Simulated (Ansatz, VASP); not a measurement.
## Ir: VASP beside Ansatz

INCAR

```
SYSTEM = Ir
ALGO = Normal
EDIFF = 1E-7
ENCUT = 520
GGA = PE
ISIF = 2
ISMEAR = 1
LASPH = .True.
LCHARG = .False.
LREAL = .False.
LWAVE = .False.
NBANDS = 10
NELM = 60
PREC = Accurate
SIGMA = 0.2
```

The input KPOINTS:

```
k-points
0
Gamma
  14 14 14
  0 0 0
```

Contents of POSCAR:

```
Ir
1.0
    0.0000000000      1.9360622002      1.9360622002
    1.9360622002      0.0000000000      1.9360622002
    1.9360622002      1.9360622002      0.0000000000
Ir
1
Direct
    0.0000000000      0.0000000000      0.0000000000
```

Input for Ansatz:

```yaml
crystal:
  lattice:
    - [0.0, 1.9360622002, 1.9360622002]
    - [1.9360622002, 0.0, 1.9360622002]
    - [1.9360622002, 1.9360622002, 0.0]
  atoms:
    - { symbol: Ir, position: [0.0, 0.0, 0.0] }
hamiltonian:
  xc: pbe
  pseudopotentials:
    kind: paw
    azcp:
      Ir: "pseudopotentials/Ir.paw.azcp"
basis:
  ecutwfc: 420
  fft_grid_basis: typed
kpoints:
  mp_grid: { grid: [14, 14, 14], shift: [0, 0, 0] }
magnetization:
  spin_polarized: false
scf:
  occupations: { method: cold, width: 0.2 }
  lower_state_search: "off"
output:
  stress: true
```

Alike in both runs: task single point; functional PBE; k mesh 14 × 14 × 14; no spin polarisation.

```csv
,VASP,Ansatz
version,VASP 6.6.1,Ansatz 0.2.0
potentials or method,"VASP PAW PBE potentials, release 64 (Ir), cutoff 520 eV","plane waves (420 eV) with PAW, scalar-relativistic"
occupations,"methfessel-paxton of order 1, width 0.2 eV","cold, width 0.2 eV"
valence electrons in the cell,9,17
```

```tsv
	VASP	Ansatz	Ansatz less VASP
pressure (GPa)	0.3	-0.3	-0.52
```

VASP's potentials hold 9 valence electrons a cell and Ansatz's 17, so a difference there can come from the potentials and not from the codes.

Spin-orbit coupling is off throughout.
